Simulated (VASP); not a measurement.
# BaTiO3 (Amm2) in VASP: a series of runs, part 2 of 2

VASP 6.6.1.

## Step 3: Single point, r2SCAN+U

This run uses another cell than the first one, of 12.94 Å³/atom, 1.008 times its volume.

The input, POSCAR:

```
BaTiO3
1.0
    3.9952000578      0.0000000000      0.0000000000
    0.0000000000      2.8423626183      2.8479748861
    0.0000000000     -2.8423626183      2.8479748861
Ba Ti O
1 1 3
Direct
    0.0000000000      0.0011449412      0.0011449412
    0.5000000000      0.5103078409      0.5103078409
    0.5000000000      0.9848302895      0.4921820692
    0.5000000000      0.4921820692      0.9848302895
    0.0000000000      0.4914348592      0.4914348592
```

The input, INCAR.step1:

```
SYSTEM = BaTiO3
ALGO = Normal
EDIFF = 1E-4
ENCUT = 520
GGA = PE
ISMEAR = 0
LASPH = .True.
LCHARG = .False.
LDAU = .True.
LDAUJ = 0 0 0
LDAUL = -1 2 -1
LDAUTYPE = 2
LDAUU = 0 4 0
LMAXMIX = 4
LREAL = .False.
LWAVE = .True.
NBANDS = 28
NELM = 150
PREC = Accurate
SIGMA = 0.02
```

The input, INCAR.step2:

```
SYSTEM = BaTiO3
ALGO = Normal
EDIFF = 1E-6
ENCUT = 520
ISIF = 2
ISMEAR = 0
ISTART = 1
LASPH = .True.
LCHARG = .True.
LDAU = .True.
LDAUJ = 0 0 0
LDAUL = -1 2 -1
LDAUPRINT = 1
LDAUTYPE = 2
LDAUU = 0 4 0
LELF = .True.
LMAXMIX = 4
LMIXTAU = .True.
LREAL = .False.
LVHAR = .True.
LWAVE = .False.
METAGGA = R2SCAN
NBANDS = 28
NELM = 150
PREC = Accurate
SIGMA = 0.02
```

The input, KPOINTS:

```
k-points
0
Gamma
  6 6 6
  0 0 0
```

Potentials or basis: VASP PAW PBE potentials, release 64 (Ba_sv, Ti_sv, O).

The run is started by

```
$ cat potpaw_PBE.64/Ba_sv/POTCAR potpaw_PBE.64/Ti_sv/POTCAR potpaw_PBE.64/O/POTCAR > POTCAR
$ cp INCAR.step1 INCAR
$ mpirun -np 1 vasp_std > vasp.out
$ cp INCAR.step2 INCAR
$ mpirun -np 1 vasp_std > vasp.out
```

OUTCAR:

```text
SYSTEM = BaTiO3
   EDIFF = 1E-6
   ENCUT = 520
   ISIF = 2
   ISMEAR = 0
   ISTART = 1
   LASPH = .True.
   LREAL = .False.
   METAGGA = R2SCAN
   NELM = 150
   PREC = Accurate

 ion  position               nearest neighbor table
   1  0.000  0.001  0.001-   5 2.79   4 2.81   3 2.81   3 2.81   4 2.81   5 2.84   5 2.84   4 2.86
                             3 2.86   3 2.86   4 2.86   5 2.90   2 3.44   2 3.44   2 3.47   2 3.47
   2  0.500  0.510  0.510-   3 1.91   4 1.91   5 2.00   5 2.00   3 2.12   4 2.12   1 3.44   1 3.44
                             1 3.47   1 3.47   1 3.47   1 3.47   1 3.52   1 3.52
   3  0.500  0.985  0.492-   2 1.91   2 2.12   1 2.81   1 2.81   1 2.86   1 2.86
   4  0.500  0.492  0.985-   2 1.91   2 2.12   1 2.81   1 2.81   1 2.86   1 2.86
   5  0.000  0.491  0.491-   2 2.00   2 2.00   1 2.79   1 2.84   1 2.84   1 2.90

  LATTYP: Found a base centered orthorhombic cell.
 ALAT       =     5.6847252366
 B/A-ratio  =     1.0019745080
 C/A-ratio  =     0.7027956307

  Lattice vectors:

 A1 = (   0.0000000000,   2.8423626183,  -2.8479748861)
 A2 = (   0.0000000000,   2.8423626183,   2.8479748861)
 A3 = (   3.9952000578,   0.0000000000,   0.0000000000)

Analysis of symmetry for initial positions (statically):
=====================================================================
 Subroutine PRICEL returns:
 Original cell was already a primitive cell.

 Routine SETGRP: Setting up the symmetry group for a
 base centered orthorhombic supercell.

 Subroutine GETGRP returns: Found  4 space group operations
 (whereof  4 operations were pure point group operations)
 out of a pool of  8 trial point group operations.

The static configuration has the point symmetry C_2v.

Analysis of symmetry for dynamics (positions and initial velocities):
[... 187 lines left out ...]
  o =  0.1006  v =  0.0000  0.0000  0.0000  0.0000  0.0000  0.0000  0.0000 -0.8809  0.0000 -0.4734      0.0000  0.0000  0.0000  0.0000  0.0000  0.0000  0.0000  0.0000  0.0000  0.0000
  o =  0.2344  v =  0.0000  0.0000  0.0000  0.0000  0.0000  0.0000  0.0000 -0.4734  0.0000  0.8809      0.0000  0.0000  0.0000  0.0000  0.0000  0.0000  0.0000  0.0000  0.0000  0.0000
  o =  0.2344  v =  0.0000  0.0000 -0.4734  0.0000  0.8809  0.0000  0.0000  0.0000  0.0000  0.0000      0.0000  0.0000  0.0000  0.0000  0.0000  0.0000  0.0000  0.0000  0.0000  0.0000
  o =  0.2385  v =  0.0000  0.0000  0.0000  0.0000  0.0000  0.0000  1.0000  0.0000  0.0000  0.0000      0.0000  0.0000  0.0000  0.0000  0.0000  0.0000  0.0000  0.0000  0.0000  0.0000
  o =  0.2385  v =  0.0000  1.0000  0.0000  0.0000  0.0000  0.0000  0.0000  0.0000  0.0000  0.0000      0.0000  0.0000  0.0000  0.0000  0.0000  0.0000  0.0000  0.0000  0.0000  0.0000

 number of electron      39.9999993 magnetization

 Free energy of the ion-electron system (eV)
  ---------------------------------------------------
  ext. energy  EPLUGINS =         0.00000000
  ---------------------------------------------------
  free energy    TOTEN  =       -71.63914219 eV

  energy without entropy =      -71.63914219  energy(sigma->0) =      -71.63914219

 E-fermi :   3.7510     XC(G=0): -11.8680

 val. band max:        3.5955130322   @ k =   0.5000   0.5000   0.5000
 cond. band min:       6.4247769320   @ k =   0.0000   0.0000   0.0000
 fundamental gap:      2.8292638997
 Fermi energy:         3.7509600011

 k-point     1 :       0.0000    0.0000    0.0000
  band No.  band energies     occupation
      1     -56.2559      2.00000
      2     -31.3828      2.00000
      3     -31.3792      2.00000
      4     -31.3588      2.00000
      5     -21.9180      2.00000
      6     -14.2982      2.00000
[... 733 lines left out ...]
     27      12.3571      0.00000
     28      12.8092      0.00000

 [... further k-points ...]

------------------------ aborting loop because EDIFF is reached ----------------------------------------

  FORCE on cell =-STRESS in cart. coord.  units (eV):
  Direction    XX          YY          ZZ          XY          YZ          ZX
  --------------------------------------------------------------------------------------
  -------------------------------------------------------------------------------------
  Total        1.4970698      1.6350618      1.5302634      0.0000000      0.0000000      0.0000000
  in kB       37.0824534     40.5005186     37.9046593      0.0000000      0.0000000      0.0000000
  external PRESSURE =      38.4958771 kB  Pullay stress =       0.0000000 kB

 VOLUME and BASIS-vectors are now :
 -----------------------------------------------------------------------------
  energy-cutoff  :      520.00
  volume of cell :       64.68
      direct lattice vectors                 reciprocal lattice vectors
     3.995200058  0.000000000  0.000000000     0.250300357  0.000000000  0.000000000
     0.000000000  2.842362618  2.847974886     0.000000000  0.175909997  0.175563346
     0.000000000 -2.842362618  2.847974886     0.000000000 -0.175909997  0.175563346

 POSITION                                       TOTAL-FORCE (eV/Angst)
 -----------------------------------------------------------------------------------
      0.00000      0.00000      0.00652         0.000000     -0.000000     -0.020512
      1.99760      0.00000      2.90669         0.000000     -0.000000     -0.522189
      1.99760      1.40028      4.20649         0.000000      0.265965      0.267669
      1.99760     -1.40028      4.20649         0.000000     -0.265965      0.267669
      0.00000      0.00000      2.79919         0.000000     -0.000000      0.007363
 -----------------------------------------------------------------------------------
    total drift:                                0.000000      0.000001      0.009835

  FREE ENERGIE OF THE ION-ELECTRON SYSTEM (eV)
  ---------------------------------------------------
  free  energy   TOTEN  =       -71.6391421915 eV

  energy  without entropy=      -71.6391421915  energy(sigma->0) =      -71.63914219
```

OUTCAR.step1:

```text
SYSTEM = BaTiO3
   EDIFF = 1E-4
   ENCUT = 520
   GGA = PE
   ISMEAR = 0
[... 985 lines left out ...]
      1.99760      0.00000      2.90669         0.000000     -0.000000     -0.462954
      1.99760      1.40028      4.20649         0.000000      0.277427      0.249967
      1.99760     -1.40028      4.20649         0.000000     -0.277427      0.249967
      0.00000      0.00000      2.79919         0.000000     -0.000000     -0.023621
 -----------------------------------------------------------------------------------
    total drift:                                0.000000      0.000001     -0.006416

  FREE ENERGIE OF THE ION-ELECTRON SYSTEM (eV)
  ---------------------------------------------------
  free  energy   TOTEN  =       -37.2847287692 eV

  energy  without entropy=      -37.2847287692  energy(sigma->0) =      -37.28472877
```

Wall time 4.3 min (1 thread of Intel Xeon 6975P-C, shared host); peak memory 0.24 GiB.

What came out:

```yaml
Free_energy: -71.6391 eV
Pressure: 3.8 GPa
Largest_force: 0.522 eV/Å
Band_gap_on_the_k_mesh: 2.83 eV, indirect (least direct gap 3.15 eV)
```

Forces in eV/Å, atoms in the order of the input:
```
Ba   0.000  0.000 -0.021
Ti   0.000  0.000 -0.522
O    0.000  0.266  0.268
O    0.000 -0.266  0.268
O    0.000  0.000  0.007
```

Stress tensor (GPa, compression positive):
```
3.71 0.00 0.00
0.00 4.05 0.00
0.00 0.00 3.79
```

Eigenvalues of the final occupation matrices:
| site | spin | trace | eigenvalues |
| --- | --- | --- | --- |
| site 2 d | 1 | 0.77 | 0.10 0.10 0.10 0.23 0.24 |
| site 2 d | 2 | 0.77 | 0.10 0.10 0.10 0.23 0.24 |

Caveat: the PAW data sets were made with another functional, which shifts forces and pressure a little; spin-orbit coupling is left out, which moves the levels of the heavy elements. A k mesh can miss the band edges.

## Step 4: Single point, r2SCAN+U (uniaxial strain along a: +4.0 %)

The input, POSCAR:

```
BaTiO3
1.0
    4.1550080601      0.0000000000      0.0000000000
    0.0000000000      5.6278779842      0.0000000000
    0.0000000000      0.0000000000      5.6389902745
Ba Ti O
2 2 6
Direct
    0.0000000000      0.5000000000      0.4999244378
    0.0000000000      0.0000000000     -0.0000755622
    0.5000000000      0.5000000000      0.0071205042
    0.5000000000      0.0000000000      0.5071205042
    0.5000000000      0.7476977483      0.2396552448
    0.5000000000      0.2523022517      0.2396552448
    0.0000000000      0.5000000000      0.9935445685
    0.5000000000      0.2476977483      0.7396552448
    0.5000000000      0.7523022517      0.7396552448
    0.0000000000      0.0000000000      0.4935445685
```

The input, INCAR.step1:

```
SYSTEM = BaTiO3
PREC = Accurate
ENCUT = 520
ISMEAR = 0
SIGMA = 0.02
LREAL = .FALSE.
LASPH = .TRUE.
NELM = 150
LMAXMIX = 4
LDAU = .TRUE.
LDAUTYPE = 2
LDAUL = -1 2 -1
LDAUU = 0 4 0
LDAUJ = 0 0 0
NBANDS = 51
GGA = PE
ALGO = Normal
EDIFF = 1E-4
LWAVE = .TRUE.
LCHARG = .FALSE.
```

The input, INCAR.step2:

```
SYSTEM = BaTiO3
PREC = Accurate
ENCUT = 520
EDIFF = 1E-6
ISMEAR = 0
SIGMA = 0.02
LREAL = .FALSE.
LASPH = .TRUE.
NELM = 150
ALGO = Normal
ISIF = 2
LWAVE = .FALSE.
LCHARG = .FALSE.
LMAXMIX = 4
LDAU = .TRUE.
LDAUTYPE = 2
LDAUL = -1 2 -1
LDAUU = 0 4 0
LDAUJ = 0 0 0
LDAUPRINT = 1
METAGGA = R2SCAN
LMIXTAU = .TRUE.
NBANDS = 51
ISTART = 1
```

The input, KPOINTS:

```
regular mesh
0
G
  6 4 4
  0 0 0
```

The run is started by

```
$ cat potpaw_PBE.64/Ba_sv/POTCAR potpaw_PBE.64/Ti_sv/POTCAR potpaw_PBE.64/O/POTCAR > POTCAR
$ cp INCAR.step1 INCAR
$ mpirun -np 1 vasp_std > vasp.out
$ cp INCAR.step2 INCAR
$ mpirun -np 1 vasp_std > vasp.out
```

Run time: 15 min. Hardware: 1 thread of AMD EPYC 9R14 (Zen 4), shared host; peak memory 0.34 GiB.

Results (log left out):

| Property | Result |
| --- | --- |
| Free energy | -143.2164 eV |
| Pressure | 0.3 GPa |
| Largest force | 0.463 eV/Å |
| Band gap on the k mesh | 2.67 eV |

Forces on the atoms (eV/Å):
```
Ba   0.000  0.000 -0.017
Ba   0.000  0.000 -0.017
Ti   0.000  0.000 -0.463
Ti   0.000  0.000 -0.463
O    0.000  0.242  0.225
O    0.000 -0.242  0.225
O    0.000  0.000  0.030
O    0.000  0.242  0.225
O    0.000 -0.242  0.225
O    0.000  0.000  0.030
```

Stress tensor (GPa, compression positive):
```
-5.69  0.00  0.00
 0.00  3.50  0.00
 0.00  0.00  3.12
```

Levels at points of the mesh, in eV from the valence-band top:
| k point | band 37 | band 38 | band 39 | band 40 | band 41 | band 42 | band 43 | band 44 |
| --- | --- | --- | --- | --- | --- | --- | --- | --- |
| (0.00, 0.00, 0.00) | -0.32 | -0.30 | -0.27 | -0.06 | 2.67 | 2.69 | 2.82 | 4.03 |
| (0.50, 0.00, 0.00) | -0.89 | -0.03 | -0.02 | 0.00 | 2.94 | 4.02 | 4.05 | 4.30 |
| (0.00, 0.50, 0.00) | -0.90 | -0.90 | -0.51 | -0.51 | 3.54 | 3.54 | 3.69 | 3.69 |
| (0.50, 0.50, 0.00) | -0.72 | -0.72 | -0.40 | -0.40 | 4.10 | 4.10 | 4.31 | 4.31 |
| (0.00, 0.00, 0.50) | -0.88 | -0.88 | -0.52 | -0.52 | 3.56 | 3.56 | 3.67 | 3.67 |
| (0.50, 0.00, 0.50) | -0.71 | -0.71 | -0.40 | -0.40 | 4.15 | 4.15 | 4.33 | 4.33 |
| (0.00, 0.50, 0.50) | -0.88 | -0.88 | -0.83 | -0.83 | 2.86 | 2.86 | 4.09 | 4.09 |
| (0.50, 0.50, 0.50) | -1.08 | -1.08 | -0.16 | -0.16 | 4.06 | 4.06 | 4.40 | 4.40 |

Eigenvalues of the final occupation matrices:
```
    site  spin  trace               eigenvalues
site 3 d     1   0.75  0.09 0.09 0.10 0.22 0.25
site 3 d     2   0.75  0.09 0.09 0.10 0.22 0.25
site 4 d     1   0.75  0.09 0.09 0.10 0.22 0.25
site 4 d     2   0.75  0.09 0.09 0.10 0.22 0.25
```

Caveat: the cell differs from its parent crystal (uniaxial strain along a: +4.0 %); the PAW data sets were made with another functional, which shifts forces and pressure a little; spin-orbit coupling is left out, which moves the levels of the heavy elements. A k mesh can miss the band edges.

## Step 5: Overview

```tsv
cell	k mesh	gap on the mesh (eV)	pressure (GPa)	largest force (eV/Å)
a = 3.991, b = 4.009, c = 4.009 Å, angles 89.9, 90.0, 90.0°, 5 atoms	6 × 6 × 6	2.79	4.9	0.44
a = 3.995, b = 4.024, c = 4.024 Å, angles 89.9, 90.0, 90.0°, 5 atoms	6 × 6 × 6	2.83	3.8	0.52
a = 4.155, b = 5.628, c = 5.639 Å, 10 atoms	6 × 4 × 4	2.67	0.3	0.46
```

Alike in all rows: task single point; level r2SCAN+U; potentials or basis VASP PAW PBE potentials, release 64 (Ba_sv, Ti_sv, O); no spin polarisation; Ti d U = 4.0 eV; cutoff (eV) 520; smearing gaussian 0.02 eV.

Caveats: the PAW data sets were made with another functional, which shifts forces and pressure a little; spin-orbit coupling is left out, which moves the levels of the heavy elements.

Total energies depend on the potentials used, so only differences within one code and one set of settings carry meaning.
